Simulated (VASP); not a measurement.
# Li (Fm-3m) in VASP: further runs

The runs below take Li through single point, relaxation of volume and atoms at fixed shape, with LDA.

Everything below comes from runs of VASP 6.6.1. Logs are shortened: lines on timing, memory, paths and dates and some standing lists are left out, and cuts for length are marked.

### 1 The cell of the first run

It takes space group Fm-3m (No. 225, cubic). The conventional cell has a = 4.234 Å, b = 4.234 Å, c = 4.234 Å, α = 90.00°, β = 90.00°, γ = 90.00°. Within 3.9 Å of Li (site symmetry m-3m) lie 12 Li at 2.99 Å.

This isn't the form of Li at room conditions, which is bcc.

### 2 Single point, LDA

INCAR reads:

```
PREC     = Accurate       # precision mode
ENCUT    = 750            # plane-wave cutoff, eV
EDIFF    = 1E-6           # SCF threshold, eV
ISMEAR   = -1             # smearing method
SIGMA    = 0.05           # smearing width, eV
LREAL    = False          # projectors in reciprocal space
LASPH    = True           # aspherical terms in the spheres
NELM     = 120            # most SCF steps
ALGO     = Normal         # electronic algorithm
ISIF     = 2              # what is computed and relaxed
LWAVE    = False          # write WAVECAR
LCHARG   = False          # write CHGCAR
GGA      = CA             # functional
NBANDS   = 8              # bands
GGA_COMPAT= False
```

KPOINTS reads:

```
regular mesh
0
Gamma
  7 7 7
```

POSCAR reads:

```
Li
1.0
    0.0000000000      2.1170689316      2.1170689316
    2.1170689316      0.0000000000      2.1170689316
    2.1170689316      2.1170689316      0.0000000000
Li
1
Direct
    0.0000000000      0.0000000000      0.0000000000
```

Potentials or basis: VASP PAW LDA potentials, release 64 (Li_sv).

Started as:

```console
$ cat potpaw_LDA.64/Li_sv/POTCAR > POTCAR
$ mpirun -np 1 vasp_std > vasp.out
```

OUTCAR:

```text
PREC = Accurate
   ENCUT = 750
   EDIFF = 1E-6
   ISMEAR = -1
   LREAL = False
   LASPH = True
   NELM = 120
   ISIF = 2
   GGA = CA

 ion  position               nearest neighbor table
   1  0.000  0.000  0.000-

  LATTYP: Found a face centered cubic cell.
 ALAT       =     4.2341378632

  Lattice vectors:

 A1 = (   0.0000000000,   2.1170689316,   2.1170689316)
 A2 = (   2.1170689316,   0.0000000000,   2.1170689316)
 A3 = (   2.1170689316,   2.1170689316,   0.0000000000)

Analysis of symmetry for initial positions (statically):
=====================================================================
 Subroutine PRICEL returns:
 Original cell was already a primitive cell.

 Routine SETGRP: Setting up the symmetry group for a
 face centered cubic supercell.

 Subroutine GETGRP returns: Found 48 space group operations
 (whereof 48 operations were pure point group operations)
 out of a pool of 48 trial point group operations.

The static configuration has the point symmetry O_h .

Analysis of symmetry for dynamics (positions and initial velocities):
=====================================================================
 Subroutine PRICEL returns:
 Original cell was already a primitive cell.

 Routine SETGRP: Setting up the symmetry group for a
 face centered cubic supercell.

 Subroutine GETGRP returns: Found 48 space group operations
 (whereof 48 operations were pure point group operations)
 out of a pool of 48 trial point group operations.

The dynamic configuration has the point symmetry O_h .

 Subroutine INISYM returns: Found 48 space group operations
 (whereof 48 operations are pure point group operations),
 and found     1 'primitive' translations

----------------------------------------------------------------------------------------

                                     Primitive cell

  volume of cell :      18.9773

  direct lattice vectors                    reciprocal lattice vectors
     0.000000000  2.117068932  2.117068932    -0.236175588  0.236175588  0.236175588
     2.117068932  0.000000000  2.117068932     0.236175588 -0.236175588  0.236175588
     2.117068932  2.117068932  0.000000000     0.236175588  0.236175588 -0.236175588

  length of vectors
     2.993987596  2.993987596  2.993987596     0.409068118  0.409068118  0.409068118

  position of ions in fractional coordinates (direct lattice)
     0.000000000  0.000000000  0.000000000

  ion indices of the primitive-cell ions
   primitive index   ion index
                 1           1

----------------------------------------------------------------------------------------

 KPOINTS: regular mesh

Automatic generation of k-mesh.
 Grid dimensions read from file:
 generate k-points for:    7    7    7

 Generating k-lattice:

  Cartesian coordinates                     Fractional coordinates (reciprocal lattice)
    -0.033739370  0.033739370  0.033739370     0.142857143  0.000000000  0.000000000
     0.033739370 -0.033739370  0.033739370     0.000000000  0.142857143  0.000000000
     0.033739370  0.033739370 -0.033739370     0.000000000  0.000000000  0.142857143

  Length of vectors
     0.058438303  0.058438303  0.058438303

  Shift w.r.t. Gamma in fractional coordinates (k-lattice)
     0.000000000  0.000000000  0.000000000

 Subroutine IBZKPT returns following result:
 ===========================================

 Found     20 irreducible k-points:

 Following reciprocal coordinates:
            Coordinates               Weight
  0.000000  0.000000  0.000000      1.000000
  0.142857  0.000000  0.000000      8.000000
  0.285714  0.000000  0.000000      8.000000
  0.428571  0.000000  0.000000      8.000000
  0.142857  0.142857  0.000000      6.000000
  0.285714  0.142857  0.000000     24.000000
[... 12 lines left out ...]
 -0.428571  0.428571  0.142857     24.000000
 -0.285714  0.428571  0.142857     24.000000
   k-points           NKPTS =     20   k-points in BZ     NKDIM =     20   number of bands    NBANDS=      8
   number of dos      NEDOS =    301   number of ions     NIONS =      1
   total plane-waves  NPLWV =  21952
   dimension x,y,z NGX =    28 NGY =   28 NGZ =   28
   dimension x,y,z NGXF=    56 NGYF=   56 NGZF=   56
   ions per type =               1
   NGX,Y,Z   is equivalent  to a cutoff of  15.55, 15.55, 15.55 a.u.
   NGXF,Y,Z  is equivalent  to a cutoff of  31.09, 31.09, 31.09 a.u.
 SYSTEM =  unknown system
   PREC   = accura    normal or accurate (medium, high low for compatibility)
   ISTART =      0    job   : 0-new  1-cont  2-samecut
   ICHARG =      2    charge: 1-file 2-atom 10-const
   ISPIN  =      1    spin polarized calculation?
   LNONCOLLINEAR =      F non collinear calculations
   LSORBIT =      F    spin-orbit coupling
   LASPH  =      T    aspherical Exc in radial PAW
   ENCUT  =  750.0 eV  55.12 Ry    7.42 a.u.   6.69  6.69  6.69*2*pi/ulx,y,z
   NELM   =    120;   NELMIN=  2; NELMDL= -5     # of ELM steps
   EDIFF  = 0.1E-05   stopping-criterion for ELM
   LREAL  =      F    real-space projection
   EDIFFG = 0.1E-04   stopping-criterion for IOM
   NSW    =      0    number of steps for IOM
   IBRION =     -1    ionic relax: 0-MD 1-quasi-New 2-CG
   NFREE  =      0    steps in history (QN), initial steepest desc. (CG)
   ISIF   =      2    stress and relaxation
   ISYM   =      2    0-nonsym 1-usesym 2-fastsym
   POTIM  = 0.5000    time-step for ionic-motion
   TEBEG  =    0.0;   TEEND  =   0.0 temperature during run
   PSTRESS=    0.0 pullay stress
   NELECT =       3.0000    total number of electrons
   NUPDOWN=      -1.0000    fix difference up-down
   EMIN   =  10.00;   EMAX   =-10.00  energy-range for DOS
   EFERMI =   0.00;   METHOD = LEGACY
   ISMEAR =    -1;   SIGMA  =   0.05  broadening in eV -4-tet -1-fermi 0-gaus
   EFERMI_NEDOS =   21; number of points for ismear=-14 and -15
   IALGO  =     38    algorithm
   IMIX   =      4    mixing-type and parameters
     AMIX     =   0.40;   BMIX     =  1.00
     AMIX_MAG =   1.60;   BMIX_MAG =  1.00
  volume/ion in A,a.u.               =      18.98       128.07
  Fermi-wavevector in a.u.,A,eV,Ry     =   0.885191  1.672768 10.661020  0.783563
  Thomas-Fermi vector in A             =   2.006191
   LORBIT       =      0    0 simple, 1 ext, 2 COOP (PROOUT), +10 PAW based schemes
   GGA     = CA    functional components
   LHFCALC =     F    Hartree Fock is set to
   AEXX    =    0.0000 exact exchange contribution
   IVDW    =     0    specifies the selected vdW correction
   LEPSILON=     F    determine dielectric tensor
   LRPA    =     F    only Hartree local field effects (RPA)
 non-spin polarized calculation
  energy-cutoff  :      750.00
  volume of cell :       18.98
 maximum number of plane-waves:       905
   NGX = 13   NGY = 13   NGZ = 13

 number of electron       3.0000002 magnetization

 Free energy of the ion-electron system (eV)
  ---------------------------------------------------
  ext. energy  EPLUGINS =         0.00000000
  ---------------------------------------------------
  free energy    TOTEN  =        -2.06417974 eV

  energy without entropy =       -2.06158343  energy(sigma->0) =       -2.06288158

 E-fermi :   0.9987     XC(G=0):  -7.3117

 val. band max:        0.5565556961   @ k =   0.4286   0.2857   0.0000
 cond. band min:       1.1148485336   @ k =  -0.4286   0.1429   0.0000
 fundamental gap:      0.5582928375
 Fermi energy:         0.9987224349

 k-point     1 :       0.0000    0.0000    0.0000
  band No.  band energies     occupation
      1     -44.7170      2.00000
      2      -2.7956      2.00000
      3      15.5784      0.00000
      4      15.5784      0.00000
      5      15.5784      0.00000
      6      19.8146      0.00000
      7      19.8146      0.00000
      8      19.8146      0.00000

 k-point     2 :       0.1429    0.0000    0.0000
  band No.  band energies     occupation
      1     -44.7121      2.00000
      2      -2.4288      2.00000
      3      12.4797      0.00000
      4      14.9310      0.00000
      5      14.9310      0.00000
      6      19.0496      0.00000
      7      20.9152      0.00000
      8      20.9152      0.00000

 k-point     3 :       0.2857    0.0000    0.0000
  band No.  band energies     occupation
      1     -44.7010      2.00000
      2      -1.3357      2.00000
      3       8.0503      0.00000
      4      14.1514      0.00000
      5      14.1514      0.00000
      6      19.5585      0.00000
      7      19.7741      0.00000
      8      19.7741      0.00000

 k-point     4 :       0.4286    0.0000    0.0000
  band No.  band energies     occupation
      1     -44.6922      2.00000
      2       0.2809      2.00000
      3       4.6473      0.00000
      4      13.8292      0.00000
      5      13.8292      0.00000
      6      18.3047      0.00000
      7      18.3047      0.00000
      8      18.8993      0.00000

 k-point     5 :       0.1429    0.1429    0.0000
  band No.  band energies     occupation
      1     -44.7105      2.00000
      2      -2.3036      2.00000
      3      13.3375      0.00000
      4      13.3375      0.00000
      5      15.5492      0.00000
      6      16.1696      0.00000
      7      19.0682      0.00000
      8      22.9538      0.00000

 k-point     6 :       0.2857    0.1429    0.0000
  band No.  band energies     occupation
      1     -44.7015      2.00000
      2      -1.4395      2.00000
      3       9.6320      0.00000
      4      12.2837      0.00000
      5      14.5838      0.00000
      6      16.0430      0.00000
      7      18.1691      0.00000
      8      23.3578      0.00000

 k-point     7 :       0.4286    0.1429    0.0000
  band No.  band energies     occupation
      1     -44.6919      2.00000
      2       0.1034      2.00000
      3       5.7770      0.00000
      4      12.0796      0.00000
      5      12.7438      0.00000
      6      15.7509      0.00000
      7      21.0990      0.00000
      8      21.3503      0.00000
[... 89 lines left out ...]
 k-point    16 :      -0.4286    0.4286    0.0000
  band No.  band energies     occupation
      1     -44.6826      2.00000
      2       2.6675      0.00000
      3       5.3724      0.00000
      4       7.8192      0.00000
      5       9.7983      0.00000
      6      14.1911      0.00000
      7      17.6191      0.00000
      8      29.0215      0.00000

 k-point    17 :       0.4286    0.2857    0.1429
  band No.  band energies     occupation
      1     -44.6933      2.00000
      2      -0.3138      2.00000
      3       7.9686      0.00000
      4       9.9076      0.00000
      5      12.5155      0.00000
      6      17.2944      0.00000
      7      17.6716      0.00000
      8      22.9664      0.00000

 k-point    18 :      -0.4286    0.2857    0.1429
  band No.  band energies     occupation
      1     -44.6867      2.00000
      2       1.4635      0.00018
      3       5.0045      0.00000
      4       9.1183      0.00000
      5      11.2371      0.00000
      6      16.9193      0.00000
      7      20.4724      0.00000
      8      22.9456      0.00000

 k-point    19 :      -0.4286    0.4286    0.1429
  band No.  band energies     occupation
      1     -44.6839      2.00000
      2       2.1178      0.00000
      3       6.6203      0.00000
      4       6.6462      0.00000
      5      10.0565      0.00000
      6      16.3951      0.00000
      7      17.6513      0.00000
      8      25.5851      0.00000

 k-point    20 :      -0.2857    0.4286    0.1429
  band No.  band energies     occupation
      1     -44.6831      2.00000
      2       3.6416      0.00000
      3       4.0064      0.00000
      4       6.7440      0.00000
      5      10.2805      0.00000
      6      17.3122      0.00000
      7      20.7806      0.00000
      8      22.9344      0.00000

------------------------ aborting loop because EDIFF is reached ----------------------------------------

  FORCE on cell =-STRESS in cart. coord.  units (eV):
  Direction    XX          YY          ZZ          XY          YZ          ZX
  --------------------------------------------------------------------------------------
  -------------------------------------------------------------------------------------
  Total       -0.0201288     -0.0201288     -0.0201288     -0.0000000      0.0000000      0.0000000
  in kB       -1.6993957     -1.6993957     -1.6993957     -0.0000000      0.0000000      0.0000000
  external PRESSURE =      -1.6993957 kB  Pullay stress =       0.0000000 kB

 VOLUME and BASIS-vectors are now :
 -----------------------------------------------------------------------------
  energy-cutoff  :      750.00
  volume of cell :       18.98
      direct lattice vectors                 reciprocal lattice vectors
     0.000000000  2.117068932  2.117068932    -0.236175588  0.236175588  0.236175588
     2.117068932  0.000000000  2.117068932     0.236175588 -0.236175588  0.236175588
     2.117068932  2.117068932  0.000000000     0.236175588  0.236175588 -0.236175588

 POSITION                                       TOTAL-FORCE (eV/Angst)
 -----------------------------------------------------------------------------------
      0.00000      0.00000      0.00000         0.000000      0.000000      0.000000
 -----------------------------------------------------------------------------------
    total drift:                               -0.000000     -0.000000     -0.000000

  FREE ENERGIE OF THE ION-ELECTRON SYSTEM (eV)
  ---------------------------------------------------
  free  energy   TOTEN  =        -2.0641797381 eV

  energy  without entropy=       -2.0615834255  energy(sigma->0) =       -2.06288158
```

Wall time 1.9 s (1 thread of Intel Xeon 6975P-C (Granite Rapids), shared host); peak memory 0.12 GiB.

What came out:

- Free energy: -2.0642 eV
- Pressure: -0.2 GPa
- Band gap on the k mesh: zero (an odd number of electrons rules out a gap without spin polarisation)

Levels at points of the mesh, in eV from the Fermi level:
```
           k point  band 1  band 2  band 3  band 4  band 5
(0.00, 0.00, 0.00)  -45.72   -3.79   14.58   14.58   14.58
```

Caveat: the k points lie up to 0.37 Å⁻¹ apart, too coarse for converged energies and pressures of a metal.

### 3 Relaxation of volume and atoms at fixed shape, LDA

This run uses another cell than the first one, of 21.59 Å³/atom.

INCAR reads:

```
SYSTEM = Li
PREC     = Accurate       ! precision mode
ENCUT    = 750            ! plane-wave cutoff, eV
EDIFF    = 1E-7           ! SCF threshold, eV
ISMEAR   = -1             ! smearing method
SIGMA    = 0.05           ! smearing width, eV
LREAL    = .False.        ! projectors in reciprocal space
LASPH    = .True.         ! aspherical terms in the spheres
NELM     = 120            ! most SCF steps
ALGO     = Normal         ! electronic algorithm
ISIF     = 8              ! what is computed and relaxed
LWAVE    = .False.        ! write WAVECAR
LCHARG   = .False.        ! write CHGCAR
IBRION   = 2              ! ionic algorithm
NSW      = 80             ! ionic steps
EDIFFG   = -0.03          ! ionic threshold
GGA_COMPAT= .False.      
NELMIN   = 4
```

KPOINTS reads:

```
Automatic mesh
0
Gamma
  7 7 7
  0 0 0
```

POSCAR reads:

```
Li
1.0
    0.0000000000      2.2100000000      2.2100000000
    2.2100000000      0.0000000000      2.2100000000
    2.2100000000      2.2100000000      0.0000000000
Li
1
Direct
    0.0000000000      0.0000000000      0.0000000000
```

Potentials or basis: VASP PAW LDA potentials, release 64 (Li_sv).

Started as:

```console
$ cat potpaw_LDA.64/Li_sv/POTCAR > POTCAR
$ mpirun -np 1 vasp_std > vasp.out
```

Run time: 4.2 s. Hardware: 1 thread of Intel Xeon 6975P-C (Granite Rapids), shared host; peak memory 0.13 GiB.

The run converged. Its results:

* Free energy: -2.0655 eV
* Relaxed volume: 18.81 Å³/atom
* Relaxed cell: a = 2.985 Å, b = 2.985 Å, c = 2.985 Å, α = 60.00°, β = 60.00°, γ = 60.00°
* Space group after relaxing (to 0.1 Å): Fm-3m (No. 225)
* Energy gained by relaxing: 16.1 meV/atom
* Ionic steps: 4
* Pressure after relaxing: 0.0 GPa
* Band gap on the k mesh: zero (an odd number of electrons rules out a gap without spin polarisation)

The path:
```
step  energy change (eV)  largest force (eV/Å)  pressure (GPa)  volume (Å³)
   1              0.0000                0.0000           -1.71        21.59
   2             -0.0069                0.0000           -1.36        20.87
   3             -0.0152                0.0000           -0.47        19.46
   4             -0.0161                0.0000            0.05        18.81
```

Final structure:
```
CELL_PARAMETERS angstrom
0.00000 2.11076 2.11076
2.11076 0.00000 2.11076
2.11076 2.11076 0.00000
ATOMIC_POSITIONS crystal
Li 0.00000 0.00000 0.00000
```

Levels at points of the mesh, in eV from the Fermi level:
| k point | band 1 | band 2 | band 3 | band 4 | band 5 |
| --- | --- | --- | --- | --- | --- |
| (0.00, 0.00, 0.00) | -45.70 | -3.81 | 14.67 | 14.67 | 14.67 |

The gap in the log of VASP goes by the Fermi energy; the results here count the filled bands.